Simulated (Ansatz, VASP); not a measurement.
Two plane-wave programs on Ca

The input POSCAR:

```
Ca
1.0
   -1.9957135922      1.9957135922      2.8219390194
    1.9957135922     -1.9957135922      2.8219390194
    1.9957135922      1.9957135922     -2.8219390194
Ca
1
Direct
    0.0000000000      0.0000000000      0.0000000000
```

Contents of INCAR.step1:

```
SYSTEM = Ca
PREC = Accurate
ENCUT = 520
ISMEAR = 0
SIGMA = 0.15
LREAL = .FALSE.
LASPH = .TRUE.
NELM = 80
NBANDS = 11
GGA = PE
ALGO = Normal
EDIFF = 1E-4
LWAVE = .TRUE.
LCHARG = .FALSE.
```

INCAR.step2

```
SYSTEM = Ca
PREC = Accurate
ENCUT = 520
EDIFF = 1E-6
ISMEAR = 0
SIGMA = 0.15
LREAL = .FALSE.
LASPH = .TRUE.
NELM = 80
ALGO = Normal
ISIF = 2
LWAVE = .FALSE.
LCHARG = .FALSE.
METAGGA = R2SCAN
LMIXTAU = .TRUE.
NBANDS = 11
ISTART = 1
```

The input KPOINTS:

```
regular mesh
0
G
  16 16 16
  0 0 0
```

Input for Ansatz:

```yaml
crystal:
  lattice:
    - [-1.9957135922, 1.9957135922, 2.8219390194]
    - [1.9957135922, -1.9957135922, 2.8219390194]
    - [1.9957135922, 1.9957135922, -2.8219390194]
  atoms:
    - { symbol: Ca, position: [0.0, 0.0, 0.0] }
basis:
  ecutwfc: 500
kpoints:
  mp_grid: { grid: [16, 16, 16] }
hamiltonian:
  xc: r2scan
scf:
  occupations: { method: gaussian, width: 0.15 }
output:
  forces: true
  stress: true
  eigenvalues: true
  write_density: true
  write_potential: true
  elf: true
  volumetric_format: npy
```

Alike in both runs: task single point; functional r2SCAN; k mesh 16 × 16 × 16; occupations gaussian, width 0.15 eV; no spin polarisation.

|  | VASP | Ansatz |
| --- | --- | --- |
| version | VASP 6.6.1 | Ansatz 0.2.0 |
| potentials or method | VASP PAW PBE potentials, release 64 (Ca_sv), cutoff 520 eV | scalar-relativistic, plane waves, PAW |
| valence electrons in the cell | 10 | 10 |

```csv
,VASP,Ansatz,Ansatz less VASP
gap on the k mesh at the Fermi level (eV),none,none,-
pressure (GPa),-0.7,-0.7,-0.04
```

VASP's potentials were made for PBE, not for r2SCAN. A gap of «none» marks a metal or a gap that the smearing closes.
